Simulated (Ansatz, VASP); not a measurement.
**V in VASP and in Ansatz**

The input INCAR:

```
SYSTEM = V
ALGO = Normal ; EDIFF = 1E-6
ENCUT = 520 ; GGA = PE
ISIF = 2 ; ISMEAR = 0
LASPH = .TRUE. ; LCHARG = .FALSE.
LREAL = .FALSE. ; LWAVE = .FALSE.
NBANDS = 12 ; NELM = 80
PREC = Accurate ; SIGMA = 0.1
```

KPOINTS

```
k-points
0
G
  20 20 20
  0 0 0
```

File POSCAR:

```
V
1.0
   -1.5469859782      1.5469859782      1.5469859782
    1.5469859782     -1.5469859782      1.5469859782
    1.5469859782      1.5469859782     -1.5469859782
V
1
Direct
    0.0000000000      0.0000000000      0.0000000000
```

Input for Ansatz:

```yaml
crystal:
  lattice:
    - [-1.5469859782, 1.5469859782, 1.5469859782]
    - [1.5469859782, -1.5469859782, 1.5469859782]
    - [1.5469859782, 1.5469859782, -1.5469859782]
  atoms:
    - { symbol: V, position: [0.0, 0.0, 0.0] }
basis:
  ecutwfc: 420
kpoints:
  mp_grid: { grid: [20, 20, 20] }
hamiltonian:
  xc: pbe
scf:
  occupations: { method: gaussian, width: 0.1 }
output:
  forces: true
  stress: true
  eigenvalues: true
  write_density: true
  write_potential: true
  elf: true
  volumetric_format: npy
```

Alike in both runs: task single point; functional PBE; k mesh 20 × 20 × 20; occupations gaussian, width 0.1 eV; no spin polarisation.

|  | VASP | Ansatz |
| --- | --- | --- |
| version | VASP 6.6.1 | Ansatz 0.2.0 |
| potentials or method | VASP PAW PBE potentials, release 64 (V_sv), cutoff 520 eV | scalar-relativistic, plane waves, PAW |
| valence electrons in the cell | 13 | 13 |

|  | VASP | Ansatz | Ansatz less VASP |
| --- | --- | --- | --- |
| gap on the k mesh at the Fermi level (eV) | none | none | - |
| pressure (GPa) | -14.3 | -14.5 | -0.19 |

A gap of «none» marks a metal or a gap that the smearing closes.
